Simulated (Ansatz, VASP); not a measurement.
**One calculation of SnRu4, two programs**

Contents of INCAR:

```
SYSTEM = SnRu4
PREC = Accurate
ENCUT = 600
EDIFF = 1E-6
ISMEAR = 0
SIGMA = 0.1
LREAL = .FALSE.
LASPH = .TRUE.
NELM = 100
ALGO = Fast
ISIF = 3
LWAVE = .FALSE.
LCHARG = .FALSE.
GGA = PE
IBRION = 2
NSW = 90
EDIFFG = -0.04
```

The input KPOINTS:

```
regular mesh
0
G
  4 4 6
  0 0 0
```

File POSCAR:

```
SnRu4
1.0
    6.2092619788      0.0000000000      0.0000000000
    0.0000000000      6.2092619788      0.0000000000
    0.0000000000      0.0000000000      2.6819381443
Sn Ru
1 4
Direct
    0.5000000000      0.5000000000      0.5000000000
    0.1846903667      0.1846903667      0.5000000000
    0.8153096333      0.8153096333      0.5000000000
    0.1846903667      0.8153096333      0.5000000000
    0.8153096333      0.1846903667      0.5000000000
```

Input for Ansatz:

```yaml
crystal:
  lattice:
    - [6.2092619788, 0.0, 0.0]
    - [0.0, 6.2092619788, 0.0]
    - [0.0, 0.0, 2.6819381443]
  atoms:
    - { symbol: Sn, position: [0.5, 0.5, 0.5] }
    - { symbol: Ru, position: [0.1846903667, 0.1846903667, 0.5] }
    - { symbol: Ru, position: [0.8153096333, 0.8153096333, 0.5] }
    - { symbol: Ru, position: [0.1846903667, 0.8153096333, 0.5] }
    - { symbol: Ru, position: [0.8153096333, 0.1846903667, 0.5] }
basis:
  ecutwfc: 420
kpoints:
  mp_grid: { grid: [4, 4, 6] }
hamiltonian:
  xc: pbe
scf:
  occupations: { method: gaussian, width: 0.1 }
  lower_state_search: "off"
output:
  forces: true
  stress: true
  eigenvalues: true
relax:
  adjacent_minimum: "off"
  f_tol: 0.04
  max_steps: 70
  cell: { stress_tol: 0.4 }
```

Alike in both runs: task relaxation of cell and atoms; functional PBE; k mesh 4 × 4 × 6; occupations gaussian, width 0.1 eV; no spin polarisation.

|  | VASP | Ansatz |
| --- | --- | --- |
| version | VASP 6.6.1 | Ansatz 0.2.0 |
| potentials or method | VASP PAW PBE potentials, release 64 (Sn_d, Ru_pv), cutoff 600 eV | scalar-relativistic, plane waves, PAW |
| valence electrons in the cell | 70 | 78 |

```tsv
	VASP	Ansatz	Ansatz less VASP
gap on the k mesh at the Fermi level, each at its own relaxed structure (eV)	none	none	-
relaxed volume (Å³/atom)	20.31	20.32	+0.012
relaxed cell length with the largest relative difference (Å)	2.657	2.660	+0.0031
```

A gap of «none» marks a metal or a gap that the smearing closes. VASP's potentials hold 70 valence electrons a cell and Ansatz's 78, so a difference there can come from the potentials and not from the codes.

The k mesh is coarse, so the values compare programs but aren't converged.
